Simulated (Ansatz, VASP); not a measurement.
## CdSe in VASP and in Ansatz

Contents of POSCAR:

```
CdSe
1.0
    4.2973164254      0.0000000000      0.0000000000
   -2.1486582127      3.7215851925      0.0000000000
    0.0000000000      0.0000000000      7.0058795255
Cd Se
2 2
Direct
    0.3333333333      0.6666666667     -0.0004760036
    0.6666666667      0.3333333333      0.4995239964
    0.3333333333      0.6666666667      0.3754760036
    0.6666666667      0.3333333333      0.8754760036
```

The input INCAR.step1:

```
PREC = Accurate
ENCUT = 520
ISMEAR = 0
SIGMA = 0.01
LREAL = False
LASPH = True
NELM = 80
NBANDS = 26
GGA = PE
ALGO = Normal
EDIFF = 1E-4
LWAVE = True
LCHARG = False
```

Contents of INCAR.step2:

```
PREC = Accurate
ENCUT = 520
EDIFF = 1E-7
ISMEAR = 0
SIGMA = 0.01
LREAL = False
LASPH = True
NELM = 80
ALGO = Normal
ISIF = 2
LWAVE = False
LCHARG = True
METAGGA = R2SCAN
LMIXTAU = True
LELF = True
LVHAR = True
NBANDS = 26
ISTART = 1
```

Contents of KPOINTS:

```
regular mesh
0
Gamma
  12 12 4
```

Input for Ansatz:

```yaml
crystal:
  lattice:
    - [4.2973164254, 0.0, 0.0]
    - [-2.1486582127, 3.7215851925, 0.0]
    - [0.0, 0.0, 7.0058795255]
  atoms:
    - { symbol: Cd, position: [0.3333333333, 0.6666666667, -0.0004760036] }
    - { symbol: Cd, position: [0.6666666667, 0.3333333333, 0.4995239964] }
    - { symbol: Se, position: [0.3333333333, 0.6666666667, 0.3754760036] }
    - { symbol: Se, position: [0.6666666667, 0.3333333333, 0.8754760036] }
kpoints:
  mp_grid: { grid: [12, 12, 4] }
  band_path:
    path:
      - [0.0, 0.0, 0.0]
      - [0.5, 0.0, 0.0]
      - [0.3333333333, 0.3333333333, 0.0]
      - [0.0, 0.0, 0.5]
      - [0.5, 0.0, 0.5]
      - [0.3333333333, 0.3333333333, 0.5]
    npoints: 1
hamiltonian:
  xc: r2scan
scf:
  occupations: { method: fixed }
  n_extra_bands: 5
output:
  forces: true
  stress: true
  eigenvalues: true
```

Change from the starting cell: hydrostatic strain -1.0%.

Alike in both runs: task single point; functional r2SCAN; k mesh 12 × 12 × 4; no spin polarisation.

|  | VASP | Ansatz |
| --- | --- | --- |
| version | VASP 6.6.1 | Ansatz 0.2.0 |
| potentials or method | VASP PAW PBE potentials, release 64 (Cd, Se) | plane waves, PAW |
| plane-wave cutoff (eV) | 520 | 500 |
| occupations | gaussian, width 0.01 eV | fixed |
| valence electrons in the cell | 36 | 72 |

VASP gave:

- gap on the k mesh at the Fermi level (eV): 1.17
- pressure (GPa): 1.9

Problem. Estimate Ansatz's values.

Solution. gap on the k mesh at the Fermi level (eV): 1.18; pressure (GPa): 1.7.

VASP's potentials were made for PBE, not for r2SCAN. VASP's potentials hold 36 valence electrons a cell and Ansatz's 72, so a difference there can come from the potentials and not from the codes.
